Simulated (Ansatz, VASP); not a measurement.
# AlRh2: VASP beside Ansatz

```
Al Rh
1.0
     4.29535    0.00000    0.00000
    -2.14768    3.71988    0.00000
     0.00000    0.00000    2.75285
Al Rh
1 2
Direct
  0.00000 0.00000 0.00000
  0.33333 0.66667 0.50000
  0.66667 0.33333 0.50000
```

Alike in both runs: functional PBE; k mesh 6 × 6 × 6; occupations gaussian, width 0.1 eV; no spin polarisation.

Ansatz relaxed the structure, and its values are those at the end. VASP's run is a single point on that final structure, the one shown.

|  | VASP | Ansatz |
| --- | --- | --- |
| version | VASP 6.6.1 | Ansatz 0.2.0 |
| potentials or method | VASP PAW PBE potentials, release 64 (Al, Rh_pv), cutoff 500 eV | scalar-relativistic, plane waves, PAW |
| valence electrons in the cell | 33 | 37 |

|  | VASP | Ansatz | Ansatz less VASP |
| --- | --- | --- | --- |
| gap on the k mesh at the Fermi level (eV) | none | none | - |
| pressure (GPa) | 0.0 | 0.0 | -0.04 |

A gap of «none» marks a metal or a gap that the smearing closes. VASP's potentials hold 33 valence electrons a cell and Ansatz's 37, so a difference there can come from the potentials and not from the codes.

The k mesh is coarse, so the values compare programs but aren't converged.
